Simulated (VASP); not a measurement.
A run of VASP 6.6.1 is set up as follows.

The input INCAR:

```
  PREC = Accurate
  ENCUT = 520
  EDIFF = 1E-7
  ISMEAR = 0
  SIGMA = 0.1
  LREAL = False
  LASPH = True
  NELM = 100
  ALGO = Normal
  ISIF = 2
  LWAVE = False
  LCHARG = False
  GGA = PE
  ISYM = 0
  NBANDS = 15
```

Contents of KPOINTS:

```
regular mesh
0
Gamma
  12 12 14
```

POSCAR

```
TiC
1.0
    3.0638392726      0.0000000000      0.0000000000
   -1.5319196363      2.6533626432      0.0000000000
    1.5319196363      0.8844542144      2.5016142906
Ti C
1 1
Direct
    0.0000000000      0.0000000000      0.0000000000
    0.0000000000      0.5000000000      0.5000000000
```

Potentials or basis: VASP PAW PBE potentials, release 64 (Ti_sv, C).

Run with:

```sh
$ cat potpaw_PBE.64/Ti_sv/POTCAR potpaw_PBE.64/C/POTCAR > POTCAR
$ mpirun -np 1 vasp_std > vasp.out
```

(1) Predict the band gap on the k mesh.

(2) What does it give for the pressure?

Results:

(1) zero (bands 8 and 9 overlap by 1.09 eV).

(2) 0.2 GPa.
